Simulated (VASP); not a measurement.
Write the native input for VASP 6.6.1 that does the following.

| Quantity | Value |
| --- | --- |
| Task | single point |
| Functional | PBE |
| Potentials or basis | VASP PAW PBE potentials, release 64 (Sc_sv, Sb, Se) |
| Cutoff | 520 eV |
| k mesh | 6 × 6 × 4 |
| Occupations | gaussian, width 0.1 eV |
| Spin | no spin polarisation |
| Dipole correction | no |
| Further INCAR settings | ALGO = Normal; EDIFF = 1e-07; NBANDS = 25 |

The structure of ScSbSe3 lies in POSCAR:

```
ScSbSe3
1.0
    5.0382654000      0.0000000000      0.0000000000
   -2.5191327000      4.3632658300      0.0000000000
    0.0000000000      0.0000000000      6.1753980700
Sc Sb Se
1 1 3
Direct
    0.0000000000      0.0000000000      0.5000000000
    0.3333333300      0.6666666700      0.5000000000
    0.6666666700      0.3333333300      0.1839174100
    0.6666666700      0.3333333300      0.8160825900
    0.0000000000      0.0000000000      0.0000000000
```

The cell was generated, and may not be a known phase.

The input as run:

INCAR

```
PREC = Accurate
ENCUT = 520
EDIFF = 1E-7
ISMEAR = 0
SIGMA = 0.1
LREAL = F
LASPH = T
NELM = 60
ALGO = Normal
ISIF = 2
LWAVE = F
LCHARG = T
GGA = PE
LELF = T
LVHAR = T
NBANDS = 25
```

KPOINTS

```
regular mesh
0
Gamma
  6 6 4
```

Potentials or basis: VASP PAW PBE potentials, release 64 (Sc_sv, Sb, Se).

Command:

```console
$ cat potpaw_PBE.64/Sc_sv/POTCAR potpaw_PBE.64/Sb/POTCAR potpaw_PBE.64/Se/POTCAR > POTCAR
$ mpirun -np 1 vasp_std > vasp.out
```

It gave:

The pressure is -0.8 GPa, the largest force is 1.996 eV/Å and the band gap on the k mesh is zero (bands 17 and 18 overlap by 0.92 eV).

Caveat: spin-orbit coupling is left out, which moves the levels of the heavy elements; forces of over 1 eV/Å act on the atoms, so gaps and moduli don't describe the material at rest.

Run time: 3 min on 1 thread of Oxide Virtual Turin-like Processor (shared host), peak memory 0.27 GiB.
